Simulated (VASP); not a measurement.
Wanted: the native input for a VASP 6.6.1 run.

```
Task                   : single point
Functional             : LDA
Potentials or basis    : VASP PAW LDA potentials, release 64 (Sr_sv, O)
Cutoff                 : 520 eV
k mesh                 : 8 × 8 × 10
Occupations            : gaussian, width 0.05 eV
Spin                   : no spin polarisation
Dipole correction      : no
Further INCAR settings : ALGO = Normal; EDIFF = 1e-07; NBANDS = 24
```

The structure of SrO lies in POSCAR:

```
SrO
1.0
    4.4863742577      0.0000000000      0.0000000000
    0.0000000000      4.4863742577      0.0000000000
    0.0000000000      0.0000000000      3.5966252849
Sr O
2 2
Direct
    0.5000000000      0.0000000000      0.2703680608
    0.0000000000      0.5000000000      0.7296319392
    0.0000000000      0.0000000000      0.0000000000
    0.5000000000      0.5000000000      0.0000000000
```

One way to write it, as run:

INCAR

```
SYSTEM = SrO
PREC = Accurate ; ENCUT = 520
EDIFF = 1E-7 ; ISMEAR = 0
SIGMA = 0.05 ; LREAL = .FALSE.
LASPH = .TRUE. ; NELM = 60
ALGO = Normal ; ISIF = 2
LWAVE = .FALSE. ; LCHARG = .FALSE.
GGA = CA ; NBANDS = 24
```

KPOINTS

```
Automatic mesh
0
G
  8 8 10
  0 0 0
```

Potentials or basis: VASP PAW LDA potentials, release 64 (Sr_sv, O).

Command:

```console
$ cat potpaw_LDA.64/Sr_sv/POTCAR potpaw_LDA.64/O/POTCAR > POTCAR
$ mpirun -np 1 vasp_std > vasp.out
```

Results of the run:

```
Pressure               : -5.6 GPa
Largest force          : 0.192 eV/Å
Band gap on the k mesh : 2.34 eV (least direct gap 2.41 eV)
```

Caveat: the cell stands under tension.

Run time: 2.5 min on 1 thread of Intel(R) Xeon(R) 6975P-C (Granite Rapids) (shared host), peak memory 0.25 GiB.
